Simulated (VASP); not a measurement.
Write the native input for VASP 6.6.1 that does the following.

```yaml
Task: single point
Functional: PBE
Potentials_or_basis: VASP PAW PBE potentials, release 64 (Ga_d, N)
Cutoff: 520 eV
k_mesh: 12 × 12 × 6
Occupations: gaussian, width 0.02 eV
Spin: no spin polarisation
Dipole_correction: no
Further_INCAR_settings: ALGO = Normal; EDIFF = 1e-07; NBANDS = 26
```

The structure of GaN lies in POSCAR:

```
GaN
1.0
    3.2183708151      0.0000000000      0.0000000000
   -1.6091854076      2.7871908847      0.0000000000
    0.0000000000      0.0000000000      5.2431684049
Ga N
2 2
Direct
    0.6666666667      0.3333333333      0.4991348624
    0.3333333333      0.6666666667      0.9991348624
    0.6666666667      0.3333333333      0.8758651376
    0.3333333333      0.6666666667      0.3758651376
```

These files were run (other wordings do the same):

INCAR

```
SYSTEM = GaN
  ALGO = Normal
  EDIFF = 1E-7
  ENCUT = 520
  GGA = PE
  ISIF = 2
  ISMEAR = 0
  LASPH = .True.
  LCHARG = .False.
  LREAL = .False.
  LWAVE = .False.
  NBANDS = 26
  NELM = 80
  PREC = Accurate
  SIGMA = 0.02
```

KPOINTS

```
k-points
0
Gamma
  12 12 6
  0 0 0
```

Potentials or basis: VASP PAW PBE potentials, release 64 (Ga_d, N).

The run is started by

```sh
$ cat potpaw_PBE.64/Ga_d/POTCAR potpaw_PBE.64/N/POTCAR > POTCAR
$ mpirun -np 1 vasp_std > vasp.out
```

Results of the run:

| Property | Result |
| --- | --- |
| Pressure | 0.1 GPa |
| Band gap on the k mesh | 1.72 eV |

It took 2.1 min on 1 thread of Intel Xeon 8259CL, with other jobs on the host, peak memory 0.21 GiB.
